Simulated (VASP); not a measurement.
# YBiCl6 in VASP: single point with PBEsol

Aim: the single point of YBiCl6 with PBEsol.

Everything below comes from runs of VASP 6.6.1. Logs are shortened: lines on timing, memory, paths and dates and some standing lists are left out, and cuts for length are marked.

### Step 1. The cell of the first run

The typed cell holds 8 atoms: a = 6.555 Å, b = 6.555 Å, c = 7.149 Å, α = 62.71°, β = 90.00°, γ = 60.00°.

### Step 2. Single point, PBEsol

Contents of INCAR:

```
PREC = Accurate ; ENCUT = 520
EDIFF = 1E-6 ; ISMEAR = -1
SIGMA = 0.03 ; LREAL = F
LASPH = T ; NELM = 80
ALGO = Normal ; ISIF = 2
LWAVE = F ; LCHARG = F
GGA = PS ; NBANDS = 44
```

Contents of KPOINTS:

```
regular mesh
0
Gamma
  4 4 4
```

Contents of POSCAR:

```
YBiCl6
1.0
    6.5545278625      0.0582424853     -0.0496049104
    3.2276413004      5.7041080653      0.1032150528
    0.0142484408      3.6465167707      6.1485923058
Y Bi Cl
1 1 6
Direct
    0.5000000000      0.0000000000      0.5000000000
    0.0000000000      0.0000000000      0.0000000000
    0.0846844182      0.1713005010      0.2537500702
    0.9153155818      0.8286994990      0.7462499298
    0.2560541338      0.1690118673      0.7463242131
    0.7439458662      0.8309881327      0.2536757869
    0.4250158441      0.4902873416      0.2536947152
    0.5749841559      0.5097126584      0.7463052848
```

Potentials or basis: VASP PAW PBE potentials, release 64 (Y_sv, Bi_d, Cl).

Command:

```bash
> cat potpaw_PBE.64/Y_sv/POTCAR potpaw_PBE.64/Bi_d/POTCAR potpaw_PBE.64/Cl/POTCAR > POTCAR
> mpirun -np 1 vasp_std > vasp.out
```

OUTCAR:

```text
PREC = Accurate
   ENCUT = 520
   EDIFF = 1E-6
   ISMEAR = -1
   LREAL = F
   LASPH = T
   NELM = 80
   ISIF = 2
   GGA = PS

 ion  position               nearest neighbor table
   1  0.500  0.000  0.500-   5 2.63   6 2.63   3 2.63   4 2.63   7 2.63   8 2.63
   2  0.000  0.000  0.000-   3 2.71   4 2.71   8 2.71   7 2.71   6 2.71   5 2.71
   3  0.085  0.171  0.254-   1 2.63   2 2.71
   4  0.915  0.829  0.746-   1 2.63   2 2.71
   5  0.256  0.169  0.746-   1 2.63   2 2.71
   6  0.744  0.831  0.254-   1 2.63   2 2.71
   7  0.425  0.490  0.254-   1 2.63   2 2.71
   8  0.575  0.510  0.746-   1 2.63   2 2.71

  LATTYP: Found a base centered monoclinic cell.
 ALAT       =    35.9196684936
 B/A-ratio  =     0.1824898334
 C/A-ratio  =     0.1990162996
 COS(beta)  =    -0.9633737597

  Lattice vectors:

 A1 = (  -3.2561381820, -12.9971416067, -12.4003996644)
 A2 = (   3.2983896805, -12.9388991214, -12.4500045748)
 A3 = (   0.0142484408,   3.6465167707,   6.1485923058)

Analysis of symmetry for initial positions (statically):
=====================================================================
 Subroutine PRICEL returns:
 Original cell was already a primitive cell.

 Routine SETGRP: Setting up the symmetry group for a
 base centered monoclinic supercell.

 Subroutine GETGRP returns: Found  2 space group operations
 (whereof  2 operations were pure point group operations)
 out of a pool of  4 trial point group operations.

The static configuration has the point symmetry S_2 .

Analysis of symmetry for dynamics (positions and initial velocities):
=====================================================================
 Subroutine PRICEL returns:
 Original cell was already a primitive cell.

 Routine SETGRP: Setting up the symmetry group for a
 base centered monoclinic supercell.

 Subroutine GETGRP returns: Found  2 space group operations
 (whereof  2 operations were pure point group operations)
 out of a pool of  4 trial point group operations.

The dynamic configuration has the point symmetry S_2 .

 Subroutine INISYM returns: Found  2 space group operations
 (whereof  2 operations are pure point group operations),
 and found     1 'primitive' translations

----------------------------------------------------------------------------------------

                                     Primitive cell

  volume of cell :     225.6794

  direct lattice vectors                    reciprocal lattice vectors
     6.554527862  0.058242485 -0.049604910     0.153739585 -0.087929951  0.051791935
     3.227641300  5.704108065  0.103215053    -0.002388319  0.178579985 -0.105904058
     0.014248441  3.646516771  6.148592306     0.001280415 -0.003707174  0.164834482

  length of vectors
     6.554974320  6.554782264  7.148599508     0.184526260  0.207634738  0.164881136

  position of ions in fractional coordinates (direct lattice)
     0.500000000  1.000000000  0.500000000
     0.000000000  0.000000000  0.000000000
     0.084684418  0.171300501  0.253750070
     0.915315582  0.828699499  0.746249930
     0.256054134  0.169011867  0.746324213
     0.743945866  0.830988133  0.253675787
     0.425015844  0.490287342  0.253694715
     0.574984156  0.509712658  0.746305285

  ion indices of the primitive-cell ions
   primitive index   ion index
                 1           1
                 2           2
                 3           3
                 4           4
                 5           5
                 6           6
                 7           7
                 8           8

----------------------------------------------------------------------------------------

 KPOINTS: regular mesh

Automatic generation of k-mesh.
 Grid dimensions read from file:
 generate k-points for:    4    4    4

 Generating k-lattice:

  Cartesian coordinates                     Fractional coordinates (reciprocal lattice)
     0.038434896 -0.021982488  0.012947984     0.250000000  0.000000000  0.000000000
    -0.000597080  0.044644996 -0.026476015     0.000000000  0.250000000 -0.000000000
     0.000320104 -0.000926793  0.041208620     0.000000000  0.000000000  0.250000000

  Length of vectors
     0.046131565  0.051908685  0.041220284

  Shift w.r.t. Gamma in fractional coordinates (k-lattice)
     0.000000000  0.000000000  0.000000000

 Subroutine IBZKPT returns following result:
 ===========================================

 Found     36 irreducible k-points:

 Following reciprocal coordinates:
            Coordinates               Weight
  0.000000  0.000000  0.000000      1.000000
  0.250000 -0.000000  0.000000      2.000000
  0.500000 -0.000000  0.000000      1.000000
 -0.000000  0.250000  0.000000      2.000000
  0.250000  0.250000  0.250000      2.000000
  0.250000  0.250000  0.000000      2.000000
[... 16 lines left out ...]
  0.500000  0.500000  0.250000      2.000000
  0.250000  0.500000  0.250000      2.000000
 [... further k-points ...]
   k-points           NKPTS =     36   k-points in BZ     NKDIM =     36   number of bands    NBANDS=     44
   number of dos      NEDOS =    301   number of ions     NIONS =      8
   total plane-waves  NPLWV = 135000
   dimension x,y,z NGX =    50 NGY =   50 NGZ =   54
   dimension x,y,z NGXF=   100 NGYF=  100 NGZF=  108
   ions per type =               1   1   6
   NGX,Y,Z   is equivalent  to a cutoff of  12.68, 12.68, 12.56 a.u.
   NGXF,Y,Z  is equivalent  to a cutoff of  25.36, 25.36, 25.12 a.u.
 SYSTEM =  unknown system
   PREC   = accura    normal or accurate (medium, high low for compatibility)
   ISTART =      0    job   : 0-new  1-cont  2-samecut
   ICHARG =      2    charge: 1-file 2-atom 10-const
   ISPIN  =      1    spin polarized calculation?
   LNONCOLLINEAR =      F non collinear calculations
   LSORBIT =      F    spin-orbit coupling
   LASPH  =      T    aspherical Exc in radial PAW
   ENCUT  =  520.0 eV  38.22 Ry    6.18 a.u.  12.19 12.19 13.29*2*pi/ulx,y,z
   NELM   =     80;   NELMIN=  2; NELMDL= -5     # of ELM steps
   EDIFF  = 0.1E-05   stopping-criterion for ELM
   LREAL  =      F    real-space projection
   EDIFFG = 0.1E-04   stopping-criterion for IOM
   NSW    =      0    number of steps for IOM
   IBRION =     -1    ionic relax: 0-MD 1-quasi-New 2-CG
   NFREE  =      0    steps in history (QN), initial steepest desc. (CG)
   ISIF   =      2    stress and relaxation
   ISYM   =      2    0-nonsym 1-usesym 2-fastsym
   POTIM  = 0.5000    time-step for ionic-motion
   TEBEG  =    0.0;   TEEND  =   0.0 temperature during run
   PSTRESS=    0.0 pullay stress
   NELECT =      68.0000    total number of electrons
   NUPDOWN=      -1.0000    fix difference up-down
   EMIN   =  10.00;   EMAX   =-10.00  energy-range for DOS
   EFERMI =   0.00;   METHOD = LEGACY
   ISMEAR =    -1;   SIGMA  =   0.03  broadening in eV -4-tet -1-fermi 0-gaus
   EFERMI_NEDOS =   21; number of points for ismear=-14 and -15
   IALGO  =     38    algorithm
   IMIX   =      4    mixing-type and parameters
     AMIX     =   0.40;   BMIX     =  1.00
     AMIX_MAG =   1.60;   BMIX_MAG =  1.00
  volume/ion in A,a.u.               =      28.21       190.37
  Fermi-wavevector in a.u.,A,eV,Ry     =   1.097523  2.074019 16.389004  1.204558
  Thomas-Fermi vector in A             =   2.233885
   LORBIT       =      0    0 simple, 1 ext, 2 COOP (PROOUT), +10 PAW based schemes
   GGA     = PS    functional components
   LHFCALC =     F    Hartree Fock is set to
   AEXX    =    0.0000 exact exchange contribution
   IVDW    =     0    specifies the selected vdW correction
   LEPSILON=     F    determine dielectric tensor
   LRPA    =     F    only Hartree local field effects (RPA)
 non-spin polarized calculation
  energy-cutoff  :      520.00
  volume of cell :      225.68
 maximum number of plane-waves:      6116
 NGX is ok and might be reduce to    50
   NGX = 25   NGY = 25   NGZ = 27

 number of electron      68.0000000 magnetization

 Free energy of the ion-electron system (eV)
  ---------------------------------------------------
  ext. energy  EPLUGINS =         0.00000000
  ---------------------------------------------------
  free energy    TOTEN  =       -35.88713985 eV

  energy without entropy =      -35.88713985  energy(sigma->0) =      -35.88713985

 E-fermi :   1.2378     XC(G=0):  -8.5847

 val. band max:        0.4333491326   @ k =   0.2500   0.2500   0.0000
 cond. band min:       3.8954782790   @ k =   0.5000  -0.0000   0.0000
 fundamental gap:      3.4621291464
 Fermi energy:         1.2377579990

 k-point     1 :       0.0000    0.0000    0.0000
  band No.  band energies     occupation
      1     -40.4766      2.00000
      2     -21.5483      2.00000
      3     -21.5483      2.00000
      4     -21.5066      2.00000
      5     -21.5066      2.00000
      6     -21.5018      2.00000
[... 36 lines left out ...]
     43       7.2871      0.00000
     44       9.3347      0.00000

 k-point     2 :       0.2500   -0.0000    0.0000
  band No.  band energies     occupation
      1     -40.4766      2.00000
      2     -21.5485      2.00000
      3     -21.5485      2.00000
      4     -21.5067      2.00000
      5     -21.5066      2.00000
      6     -21.5018      2.00000
[... 36 lines left out ...]
     43       7.8284      0.00000
     44       9.2495      0.00000

 k-point     3 :       0.5000   -0.0000    0.0000
  band No.  band energies     occupation
      1     -40.4766      2.00000
      2     -21.5487      2.00000
      3     -21.5486      2.00000
      4     -21.5067      2.00000
      5     -21.5067      2.00000
      6     -21.5018      2.00000
[... 976 lines left out ...]
     43       8.8848      0.00000
     44       9.0089      0.00000

 k-point    24 :       0.2500    0.5000    0.2500
  band No.  band energies     occupation
      1     -40.4766      2.00000
      2     -21.5486      2.00000
      3     -21.5484      2.00000
      4     -21.5067      2.00000
      5     -21.5066      2.00000
      6     -21.5018      2.00000
[... 36 lines left out ...]
     43       8.6109      0.00000
     44       8.9328      0.00000

 [... further k-points ...]

------------------------ aborting loop because EDIFF is reached ----------------------------------------

  FORCE on cell =-STRESS in cart. coord.  units (eV):
  Direction    XX          YY          ZZ          XY          YZ          ZX
  --------------------------------------------------------------------------------------
  -------------------------------------------------------------------------------------
  Total       -0.0849341     -0.0844604     -0.0792000     -0.0000759      0.0012330     -0.0000643
  in kB       -0.6029771     -0.5996141     -0.5622685     -0.0005389      0.0087537     -0.0004564
  external PRESSURE =      -0.5882866 kB  Pullay stress =       0.0000000 kB

 VOLUME and BASIS-vectors are now :
 -----------------------------------------------------------------------------
  energy-cutoff  :      520.00
  volume of cell :      225.68
      direct lattice vectors                 reciprocal lattice vectors
     6.554527862  0.058242485 -0.049604910     0.153739585 -0.087929951  0.051791935
     3.227641300  5.704108065  0.103215053    -0.002388319  0.178579985 -0.105904058
     0.014248441  3.646516771  6.148592306     0.001280415 -0.003707174  0.164834482

 POSITION                                       TOTAL-FORCE (eV/Angst)
 -----------------------------------------------------------------------------------
      3.28439      1.85238      3.04949        -0.000000     -0.000000     -0.000000
      0.00000      0.00000      0.00000         0.000000     -0.000000     -0.000000
      1.11158      1.90735      1.57369         0.002430      0.002254      0.002445
      8.68484      7.50151      4.62852        -0.002430     -0.002254     -0.002445
      2.23446      3.70046      4.59359         0.002864     -0.000759     -0.002567
      7.56196      5.70841      1.60862        -0.002864      0.000759      0.002567
      4.37186      3.74651      1.58939         0.000749     -0.003380      0.002474
      5.42455      5.66236      4.61281        -0.000749      0.003380     -0.002474
 -----------------------------------------------------------------------------------
    total drift:                                0.000000     -0.000000     -0.000000

  FREE ENERGIE OF THE ION-ELECTRON SYSTEM (eV)
  ---------------------------------------------------
  free  energy   TOTEN  =       -35.8871398550 eV

  energy  without entropy=      -35.8871398550  energy(sigma->0) =      -35.88713985
```

Wall time 7 min (1 thread of AMD EPYC 7R43 (Zen 3), shared host); peak memory 0.53 GiB.

Results:

| Property | Result |
| --- | --- |
| Free energy | -35.8871 eV |
| Pressure | -0.1 GPa |
| Largest force | 0.004 eV/Å |
| Band gap on the k mesh | 3.46 eV (least direct gap 3.58 eV) |

Forces on the atoms (eV/Å):
```
Y    0.000  0.000  0.000
Bi   0.000  0.000  0.000
Cl   0.002  0.002  0.002
Cl  -0.002 -0.002 -0.002
Cl   0.003 -0.001 -0.003
Cl  -0.003  0.001  0.003
Cl   0.001 -0.003  0.002
Cl  -0.001  0.003 -0.002
```

Caveat: the PAW data sets were made with another functional, which shifts forces and pressure a little; spin-orbit coupling is left out, which moves the levels of the heavy elements.
